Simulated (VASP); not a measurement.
Wanted: the native input for a VASP 6.6.1 run.

```
Task                   : single point
Functional             : PBEsol
Potentials or basis    : VASP PAW PBE potentials, release 64 (Mg, B)
Cutoff                 : 600 eV
k mesh                 : 8 × 8 × 6
Occupations            : fermi-dirac, width 0.0272 eV
Spin                   : no spin polarisation
Dipole correction      : no
Further INCAR settings : ALGO = Normal; EDIFF = 1e-06; NBANDS = 11
```

The structure of MgB2 lies in POSCAR:

```
MgB2
1.0
    3.0850000000      0.0000000000      0.0000000000
   -1.5425000000      2.6716883707      0.0000000000
    0.0000000000      0.0000000000      3.5230000000
Mg B
1 2
Direct
    0.0000000000      0.0000000000      0.0000000000
    0.3333333333      0.6666666667      0.5000000000
    0.6666666667      0.3333333333      0.5000000000
```

The input as run:

INCAR

```
PREC = Accurate
ENCUT = 600
EDIFF = 1E-6
ISMEAR = -1
SIGMA = 0.0272
LREAL = F
LASPH = T
NELM = 120
ALGO = Normal
ISIF = 2
LWAVE = F
LCHARG = F
GGA = PS
NBANDS = 11
GGA_COMPAT = F
```

KPOINTS

```
regular mesh
0
Gamma
  8 8 6
```

Potentials or basis: VASP PAW PBE potentials, release 64 (Mg, B).

Command:

```console
$ cat potpaw_PBE.64/Mg/POTCAR potpaw_PBE.64/B/POTCAR > POTCAR
$ mpirun -np 1 vasp_std > vasp.out
```

It gave:

| Quantity | Value |
| --- | --- |
| Pressure | -3.0 GPa |
| Band gap on the k mesh | zero (band 4 reaches 6.31 eV, above the bottom of band 5 at 3.74 eV) |

Caveat: the PAW data sets were made with another functional, which shifts forces and pressure a little.

Run time: 17 s on 1 thread of Intel(R) Xeon(R) Platinum 8488C (Sapphire Rapids) (shared host), peak memory 0.16 GiB.
